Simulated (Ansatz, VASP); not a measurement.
**One calculation of YbB2, two programs**

```
Yb B
1.0
     3.25030    0.00000    0.00000
    -1.62515    2.81484    0.00000
     0.00000    0.00000    3.73150
Yb B
1 2
Cartesian
  0.0000 0.0000 0.0000
  0.0000 1.8766 1.8658
  1.6252 0.9383 1.8658
```

Alike in both runs: task single point; functional PBEsol; k mesh 6 × 6 × 6; occupations gaussian, width 0.1 eV; no spin polarisation.

|  | VASP | Ansatz |
| --- | --- | --- |
| version | VASP 6.6.1 | Ansatz 0.2.0 |
| potentials or method | VASP PAW PBE potentials, release 64 (Yb, B), cutoff 520 eV | scalar-relativistic, plane waves, PAW |
| valence electrons in the cell | 30 | 30 |

|  | VASP | Ansatz | Ansatz less VASP |
| --- | --- | --- | --- |
| gap on the k mesh at the Fermi level (eV) | none | none | - |
| pressure (GPa) | -2.1 | -2.5 | -0.39 |
| traceless stress, the component that is largest in VASP (GPa) | 4.53 | 4.47 | -0.061 |

VASP's potentials were made for PBE, not for PBEsol. A gap of «none» marks a metal or a gap that the smearing closes.

The k mesh is coarse, so the values compare programs but aren't converged. Spin-orbit coupling is off throughout.
